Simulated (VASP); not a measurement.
## Mg5O: single point with PBE

The system is Mg5O.

```
CELL_PARAMETERS angstrom
4.57273 0.00000 0.00000
-2.28636 3.96010 0.00000
0.00000 0.00000 4.90878
ATOMIC_POSITIONS crystal
Mg 0.00000 0.33177 0.00000
Mg 0.66823 0.66823 0.00000
Mg 0.33177 0.00000 0.00000
Mg 0.66667 0.33333 0.50000
Mg 0.33333 0.66667 0.50000
O 0.00000 0.00000 0.50000
```

The cell was generated, and may not be a known phase.

```yaml
Program: VASP 6.6.1
Task: single point
Functional: PBE
Potentials_or_basis: VASP PAW PBE potentials, release 64 (Mg, O)
Cutoff: 520 eV
k_mesh: 6 × 6 × 4
Occupations: gaussian, width 0.1 eV
Spin: collinear spin, ferromagnetic start
Starting_moments: "[0.0, 0.0, 0.0, 0.0, 0.0, 1.0] μB"
```

```yaml
Pressure: 21.5 GPa
Largest_force: 0.472 eV/Å
Band_gap_on_the_k_mesh: zero (filled and empty bands overlap)
Net_moment: 0.00 μB per cell
Valence_electrons_inside_the_program's_atomic_spheres: Mg 0.49, 0.42 (each value once); O 4.84
```

Forces on the atoms (eV/Å):
```
Mg   0.236 -0.409  0.000
Mg   0.236  0.409  0.000
Mg  -0.472  0.000  0.000
Mg   0.000  0.000  0.000
Mg   0.000  0.000  0.000
O    0.000  0.000  0.000
```

Stress tensor (GPa, compression positive):
```
24.59  0.00  0.00
 0.00 24.59  0.00
 0.00  0.00 15.33
```

Levels at points of the mesh, in eV from the Fermi level:
Spin up:
| k point | band 6 | band 7 | band 8 | band 9 | band 10 | band 11 |
| --- | --- | --- | --- | --- | --- | --- |
| (0.00, 0.00, 0.00) | -0.84 | -0.05 | 0.34 | 0.39 | 0.39 | 2.38 |
| (0.50, 0.00, 0.00) | -2.40 | -0.92 | -0.59 | 0.92 | 1.50 | 2.28 |
| (0.00, 0.00, 0.50) | -2.12 | 0.83 | 1.28 | 1.28 | 1.74 | 1.74 |
| (0.50, 0.00, 0.50) | -2.06 | -1.93 | -0.14 | 0.05 | 1.28 | 2.76 |
Spin down:
| k point | band 5 | band 6 | band 7 | band 8 | band 9 | band 10 | band 11 | band 12 |
| --- | --- | --- | --- | --- | --- | --- | --- | --- |
| (0.00, 0.00, 0.00) | -3.43 | -0.84 | -0.05 | 0.34 | 0.39 | 0.39 | 2.38 | 3.46 |
| (0.50, 0.00, 0.00) | -3.35 | -2.40 | -0.92 | -0.59 | 0.92 | 1.50 | 2.28 | 2.61 |
| (0.00, 0.00, 0.50) | -3.34 | -2.12 | 0.83 | 1.28 | 1.28 | 1.74 | 1.74 | 2.30 |
| (0.50, 0.00, 0.50) | -3.69 | -2.06 | -1.93 | -0.14 | 0.05 | 1.28 | 2.76 | 3.85 |

Run time: 87 s on 1 thread of Intel Xeon 8259CL, on a shared host, peak memory 0.28 GiB.

Caveat: the stress differs along the axes, from 15 to 25 GPa.
